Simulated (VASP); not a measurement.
# Pd in VASP: single point with PBE+D3(BJ)

Aim: the single point of Pd with PBE+D3(BJ).

Program: VASP 6.6.1. These are calculated values, not measurements. Logs are shortened: lines on timing, memory, paths and dates and some standing lists are left out, and cuts for length are marked.

## 1. The cell of the first run

The cell holds a slab with vacuum, 9 atoms: a = 3.889 Å, b = 4.764 Å, c = 23.958 Å, α = 90.00°, β = 90.00°, γ = 114.09°.

## 2. Single point, PBE+D3(BJ)

File INCAR:

```
SYSTEM = Pd
PREC     = Accurate       ! precision mode
ENCUT    = 520            ! plane-wave cutoff, eV
EDIFF    = 1E-6           ! SCF threshold, eV
ISMEAR   = 0              ! smearing method
SIGMA    = 0.1            ! smearing width, eV
LREAL    = .FALSE.        ! projectors in reciprocal space
LASPH    = .TRUE.         ! aspherical terms in the spheres
NELM     = 80             ! most SCF steps
ALGO     = Normal         ! electronic algorithm
ISIF     = 2              ! what is computed and relaxed
LWAVE    = .FALSE.        ! write WAVECAR
LCHARG   = .FALSE.        ! write CHGCAR
LDIPOL   = .TRUE.       
IDIPOL   = 3            
DIPOL    = 0.5 0.5 0.500
GGA      = PE             ! functional
IVDW     = 12             ! dispersion correction
ISYM     = 0            
NBANDS   = 55             ! bands
```

File KPOINTS:

```
regular mesh
0
G
  8 7 1
  0 0 0
```

File POSCAR:

```
Pd
1.0
    3.8894725142      0.0000000000      0.0000000000
   -1.9447362571      4.3485624692      0.0000000000
    0.0000000000      0.0000000000     23.9576999507
Pd
9
Direct
    0.7000000000      0.4000000000      0.3547919883
    0.4000000000      0.8000000000      0.3910939912
    0.1000000000      0.2000000000      0.4273959941
    0.8000000000      0.6000000000      0.4636979971
    0.5011071258      0.0021037499      0.5008627075
    0.2029349971      0.4050690823      0.5362100484
    0.9060920721      0.8119044881      0.5751938536
    0.6016713605      0.2029938998      0.6113479343
    0.2983240020      0.5962725712      0.6423996818
```

Potentials or basis: VASP PAW PBE potentials, release 64 (Pd).

Run with:

```bash
$ cat potpaw_PBE.64/Pd/POTCAR > POTCAR
$ mpirun -np 1 vasp_std > vasp.out
```

OUTCAR:

```text
SYSTEM = Pd
   PREC = Accurate
   ENCUT = 520
   EDIFF = 1E-6
   ISMEAR = 0
   LREAL = .FALSE.
   LASPH = .TRUE.
   NELM = 80
   ISIF = 2
   GGA = PE
   IVDW = 12
   ISYM = 0
 IVDW          = 12

 ion  position               nearest neighbor table
   1  0.700  0.400  0.355-   3 2.75   3 2.75   2 2.75   2 2.75   2 2.75   4 2.75
   2  0.400  0.800  0.391-   1 2.75   1 2.75   3 2.75   3 2.75   3 2.75   1 2.75   4 2.75   4 2.75
                             5 2.77
   3  0.100  0.200  0.427-   1 2.75   1 2.75   2 2.75   2 2.75   2 2.75   4 2.75   4 2.75   4 2.75
                             6 2.76   5 2.76   5 2.76
   4  0.800  0.600  0.464-   6 2.74   6 2.74   5 2.75   1 2.75   3 2.75   3 2.75   3 2.75   2 2.75
                             2 2.75   5 2.76   5 2.76   7 2.83
   5  0.501  0.002  0.501-   6 2.73   4 2.75   6 2.75   6 2.75   3 2.76   3 2.76   4 2.76   4 2.76
                             7 2.76   7 2.76   2 2.77   8 2.79
   6  0.203  0.405  0.536-   9 2.68   5 2.73   4 2.74   4 2.74   7 2.74   5 2.75   5 2.75   3 2.76
                             7 2.79   7 2.79   8 2.79   8 2.79
   7  0.906  0.812  0.575-   9 2.69   9 2.69   8 2.72   8 2.72   6 2.74   5 2.76   5 2.76   8 2.79
                             6 2.79   6 2.79   4 2.83
   8  0.602  0.203  0.611-   9 2.69   9 2.69   7 2.72   7 2.72   9 2.74   7 2.79   5 2.79   6 2.79
                             6 2.79
   9  0.298  0.596  0.642-   6 2.68   7 2.69   7 2.69   8 2.69   8 2.69   8 2.74

IMPORTANT INFORMATION: All symmetrisations will be switched off!
NOSYMM: (Re-)initialisation of all symmetry stuff for point group C_1.

----------------------------------------------------------------------------------------

                                     Primitive cell

  volume of cell :     405.2113

  direct lattice vectors                    reciprocal lattice vectors
     3.889472514  0.000000000  0.000000000     0.257104272  0.114980526  0.000000000
    -1.944736257  4.348562469  0.000000000     0.000000000  0.229961052  0.000000000
     0.000000000  0.000000000 23.957699951     0.000000000  0.000000000  0.041740234

  length of vectors
     3.889472514  4.763611514 23.957699951     0.281643619  0.229961052  0.041740234

  position of ions in fractional coordinates (direct lattice)
     0.700000000  0.400000000  0.354791988
     0.400000000  0.800000000  0.391093991
     0.100000000  0.200000000  0.427395994
     0.800000000  0.600000000  0.463697997
     0.501107126  0.002103750  0.500862707
     0.202934997  0.405069082  0.536210048
     0.906092072  0.811904488  0.575193854
     0.601671360  0.202993900  0.611347934
     0.298324002  0.596272571  0.642399682

  ion indices of the primitive-cell ions
   primitive index   ion index
                 1           1
                 2           2
                 3           3
                 4           4
                 5           5
                 6           6
                 7           7
                 8           8
                 9           9

----------------------------------------------------------------------------------------

 KPOINTS: regular mesh

Automatic generation of k-mesh.
 Grid dimensions read from file:
 generate k-points for:    8    7    1

 Generating k-lattice:

  Cartesian coordinates                     Fractional coordinates (reciprocal lattice)
     0.032138034  0.014372566  0.000000000     0.125000000 -0.000000000  0.000000000
     0.000000000  0.032851579  0.000000000     0.000000000  0.142857143  0.000000000
     0.000000000  0.000000000  0.041740234     0.000000000  0.000000000  1.000000000

  Length of vectors
     0.035205452  0.032851579  0.041740234

  Shift w.r.t. Gamma in fractional coordinates (k-lattice)
     0.000000000  0.000000000  0.000000000

 -----------------------------------------------------------------------------
|                                                                             |
|           W    W    AA    RRRRR   N    N  II  N    N   GGGG   !!!           |
|           W    W   A  A   R    R  NN   N  II  NN   N  G    G  !!!           |
|           W    W  A    A  R    R  N N  N  II  N N  N  G       !!!           |
|           W WW W  AAAAAA  RRRRR   N  N N  II  N  N N  G  GGG   !            |
|           WW  WW  A    A  R   R   N   NN  II  N   NN  G    G                |
|           W    W  A    A  R    R  N    N  II  N    N   GGGG   !!!           |
|                                                                             |
|     Your reciprocal lattice and k-lattice belong to different lattice       |
|     classes:                                                                |
|                                                                             |
|        The reciprocal lattice is base centered orthorhombic,                |
|        whereas your k-lattice is simple monoclinic.                         |
|                                                                             |
|     Results are often still useful ...                                      |
|                                                                             |
 -----------------------------------------------------------------------------

 WARNING: IBZKPT: internal override: KBLOWUP is changed to .FALSE.
      ... skipping the blow-up phase ...

 Subroutine IBZKPT returns following result:
 ===========================================

 Found     29 irreducible k-points:

 Following reciprocal coordinates:
            Coordinates               Weight
  0.000000  0.000000  0.000000      1.000000
  0.125000 -0.000000  0.000000      2.000000
  0.250000 -0.000000  0.000000      2.000000
  0.375000 -0.000000  0.000000      2.000000
  0.500000 -0.000000  0.000000      1.000000
  0.000000  0.142857  0.000000      2.000000
[... 16 lines left out ...]
  0.125000  0.428571  0.000000      2.000000
  0.250000  0.428571  0.000000      2.000000
 [... further k-points ...]
   k-points           NKPTS =     29   k-points in BZ     NKDIM =     29   number of bands    NBANDS=     55
   number of dos      NEDOS =    301   number of ions     NIONS =      9
   total plane-waves  NPLWV = 194400
   dimension x,y,z NGX =    30 NGY =   36 NGZ =  180
   dimension x,y,z NGXF=    60 NGYF=   72 NGZF=  360
   ions per type =               9
   NGX,Y,Z   is equivalent  to a cutoff of  12.82, 12.56, 12.49 a.u.
   NGXF,Y,Z  is equivalent  to a cutoff of  25.65, 25.13, 24.98 a.u.
 SYSTEM =  Pd
   PREC   = accura    normal or accurate (medium, high low for compatibility)
   ISTART =      0    job   : 0-new  1-cont  2-samecut
   ICHARG =      2    charge: 1-file 2-atom 10-const
   ISPIN  =      1    spin polarized calculation?
   LNONCOLLINEAR =      F non collinear calculations
   LSORBIT =      F    spin-orbit coupling
   LASPH  =      T    aspherical Exc in radial PAW
   ENCUT  =  520.0 eV  38.22 Ry    6.18 a.u.   7.23  8.86 44.55*2*pi/ulx,y,z
   NELM   =     80;   NELMIN=  2; NELMDL= -5     # of ELM steps
   EDIFF  = 0.1E-05   stopping-criterion for ELM
   LREAL  =      F    real-space projection
   EDIFFG = 0.1E-04   stopping-criterion for IOM
   NSW    =      0    number of steps for IOM
   IBRION =     -1    ionic relax: 0-MD 1-quasi-New 2-CG
   NFREE  =      0    steps in history (QN), initial steepest desc. (CG)
   ISIF   =      2    stress and relaxation
   ISYM   =      0    0-nonsym 1-usesym 2-fastsym
   POTIM  = 0.5000    time-step for ionic-motion
   TEBEG  =    0.0;   TEEND  =   0.0 temperature during run
   PSTRESS=    0.0 pullay stress
   NELECT =      90.0000    total number of electrons
   NUPDOWN=      -1.0000    fix difference up-down
   EMIN   =  10.00;   EMAX   =-10.00  energy-range for DOS
   EFERMI =   0.00;   METHOD = LEGACY
   ISMEAR =     0;   SIGMA  =   0.10  broadening in eV -4-tet -1-fermi 0-gaus
   EFERMI_NEDOS =   21; number of points for ismear=-14 and -15
   IALGO  =     38    algorithm
   IMIX   =      4    mixing-type and parameters
     AMIX     =   0.40;   BMIX     =  1.00
     AMIX_MAG =   1.60;   BMIX_MAG =  1.00
  volume/ion in A,a.u.               =      45.02       303.83
  Fermi-wavevector in a.u.,A,eV,Ry     =   0.991429  1.873530 13.373607  0.982932
  Thomas-Fermi vector in A             =   2.123170
   LORBIT       =      0    0 simple, 1 ext, 2 COOP (PROOUT), +10 PAW based schemes
   GGA     = PE    functional components
   LHFCALC =     F    Hartree Fock is set to
   AEXX    =    0.0000 exact exchange contribution
   IVDW    =    12    specifies the selected vdW correction
   LEPSILON=     F    determine dielectric tensor
   LRPA    =     F    only Hartree local field effects (RPA)
 non-spin polarized calculation
 Gauss-broadening in eV      SIGMA  =   0.10
  energy-cutoff  :      520.00
  volume of cell :      405.21
 maximum number of plane-waves:     10944
 NGX is ok and might be reduce to    30
   NGX = 15   NGY = 17   NGZ = 89

 dipolmoment           0.000000      0.000000     -0.000736 electrons x Angstroem

 number of electron      89.9999991 magnetization

 dipolmoment           0.000000      0.000000      0.005581 electrons x Angstroem

 Free energy of the ion-electron system (eV)
  ---------------------------------------------------
  ext. energy  EPLUGINS =         0.00000000
  ---------------------------------------------------
  free energy    TOTEN  =       -43.45428131 eV

  energy without entropy =      -43.34307583  energy(sigma->0) =      -43.39867857

 E-fermi :   0.0182     XC(G=0):  -5.1412

 val. band max:        0.0163980185   @ k =   0.5000  -0.0000   0.0000
 cond. band min:       0.0243294717   @ k =  -0.3750   0.4286   0.0000
 fundamental gap:      0.0079314532
 Fermi energy:         0.0181846753

 k-point     1 :       0.0000    0.0000    0.0000
  band No.  band energies     occupation
      1      -6.4449      2.00000
      2      -5.0269      2.00000
      3      -4.9088      2.00000
      4      -4.6542      2.00000
      5      -4.1315      2.00000
      6      -4.0782      2.00000
[... 1381 lines left out ...]
     54       3.9051      0.00000
     55       4.8333      0.00000

 [... further k-points ...]

------------------------ aborting loop because EDIFF is reached ----------------------------------------

 vacuum level on the upper side and lower side of the slab       (xc-potential included)        -0.128        -0.184

 Edisp (eV)   -4.21638

 E8    (eV) :    -1.9396

  FORCE on cell =-STRESS in cart. coord.  units (eV):
  Direction    XX          YY          ZZ          XY          YZ          ZX
  --------------------------------------------------------------------------------------
  -------------------------------------------------------------------------------------
  Total      -4.89067    -5.15155    -0.89841     0.00902    -0.18677    -0.00347
  in kB     -19.33738   -20.36886    -3.55226     0.03566    -0.73848    -0.01370
  external pressure =      -14.42 kB  Pullay stress =        0.00 kB

 VOLUME and BASIS-vectors are now :
 -----------------------------------------------------------------------------
  energy-cutoff  :      520.00
  volume of cell :      405.21
      direct lattice vectors                 reciprocal lattice vectors
     3.889472514  0.000000000  0.000000000     0.257104272  0.114980526  0.000000000
    -1.944736257  4.348562469  0.000000000     0.000000000  0.229961052  0.000000000
     0.000000000  0.000000000 23.957699951     0.000000000  0.000000000  0.041740234

 POSITION                                       TOTAL-FORCE (eV/Angst)
 -----------------------------------------------------------------------------------
      1.94474      1.73942      8.50000         0.001290      0.101734      0.502557
      0.00000      3.47885      9.36971        -0.000382      0.012403     -0.195290
      0.00000      0.86971     10.23942         0.001680     -0.150694     -0.362514
      1.94474      2.60914     11.10914        -0.002178      0.038834      0.085382
      1.94495      0.00915     11.99952        -0.000557     -0.003869      0.010587
      0.00156      1.76147     12.84636         0.000291      0.006155     -0.000105
      1.94528      3.53062     13.78032        -0.000793      0.008077     -0.006990
      1.94541      0.88273     14.64649        -0.000194      0.007057     -0.020952
      0.00073      2.59293     15.39042         0.000844     -0.019697     -0.012676
 -----------------------------------------------------------------------------------
    total drift:                                0.000260     -0.000085     -0.000028

  FREE ENERGIE OF THE ION-ELECTRON SYSTEM (eV)
  ---------------------------------------------------
  free  energy   TOTEN  =       -47.6706567179 eV

  energy  without entropy=      -47.5594512408  energy(sigma->0) =      -47.61505398

 vacuum level on the upper side and lower side of the slab         4.627         4.570
```

It took 30 min on 1 thread of Intel Xeon Platinum 8259CL at 2.50GHz (Skylake/Cascade Lake), shared host; peak memory 0.72 GiB.

Results:

| Quantity | Value |
| --- | --- |
| Free energy | -47.6707 eV |
| Largest force | 0.513 eV/Å |
| Band gap on the k mesh | zero (bands 45 and 46 overlap by 0.19 eV) |
| Dispersion energy per atom | -0.468 eV |

Forces on the atoms (eV/Å):
```
Pd   0.001  0.102  0.503
Pd   0.000  0.012 -0.195
Pd   0.002 -0.151 -0.363
Pd  -0.002  0.039  0.085
Pd  -0.001 -0.004  0.011
Pd   0.000  0.006  0.000
Pd  -0.001  0.008 -0.007
Pd   0.000  0.007 -0.021
Pd   0.001 -0.020 -0.013
```
